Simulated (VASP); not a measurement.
Runs of VASP 6.6.1 on MgS (Niningerite). It takes space group Fm-3m (No. 225, cubic). Conventional cell: a = 5.203 Å, b = 5.203 Å, c = 5.203 Å, α = 90.00°, β = 90.00°, γ = 90.00°. Within 3.4 Å of Mg (site symmetry m-3m) lie 6 S at 2.60 Å. Within 3.4 Å of S (site symmetry m-3m) lie 6 Mg at 2.60 Å. 

```tsv
task	level	potentials or basis	k mesh	cutoff (eV)	smearing	grid for exact exchange (PRECFOCK)	share of exact exchange	screening parameter	GW scheme	GW iterations	gap on the mesh (eV)	pressure (GPa)
single point	PBE-based screened hybrid	VASP PAW PBE potentials, release 64 (Mg, S)	4 × 4 × 4	520	gaussian 0.01 eV	Normal	0.1	0.3 1/Å	-	-	3.06	(a)
single point	PBEsol	VASP PAW PBE potentials, release 64 (Mg, S)	6 × 6 × 6	600	gaussian 0.01 eV	-	-	-	-	-	2.70	-1.1
single point	PBEsol	VASP PAW PBE potentials, release 64 (Mg, S)	6 × 6 × 6	600	gaussian 0.5 eV	-	-	-	-	-	2.70	-1.1
single point	PBEsol	VASP PAW PBE potentials, release 64 (Mg, S)	6 × 6 × 6	600	methfessel-paxton 0.5 eV	-	-	-	-	-	2.70	-1.2
single point	PBE-based screened hybrid	VASP PAW PBE potentials, release 64 (Mg, S)	4 × 4 × 4	520	gaussian 0.01 eV	Normal	0.35	0.5 1/Å	-	-	3.41	-0.3
single point	PBEsol	VASP PAW PBE potentials, release 64 (Mg, S)	5 × 5 × 5	600	gaussian 0.01 eV	-	-	-	-	-	(b)	(c)
single point	PBEsol	VASP PAW PBE potentials, release 64 (Mg, S)	6 × 6 × 6	600	tetrahedron	-	-	-	-	-	2.70	-1.1
single point	LDA	VASP PAW LDA potentials, release 64 (Mg, S)	6 × 6 × 6	600	gaussian 0.01 eV	-	-	-	-	-	2.56	-3.8
```

Alike in all rows: no spin polarisation; cell as given.

Question: Fill in the values left out.

Answer: (a) 0.6; (b) 3.11; (c) -1.0.

Caveats: some runs use coarse meshes; the PAW data sets were made with another functional, which shifts forces and pressure a little (some runs).

A k mesh can miss the band edges.
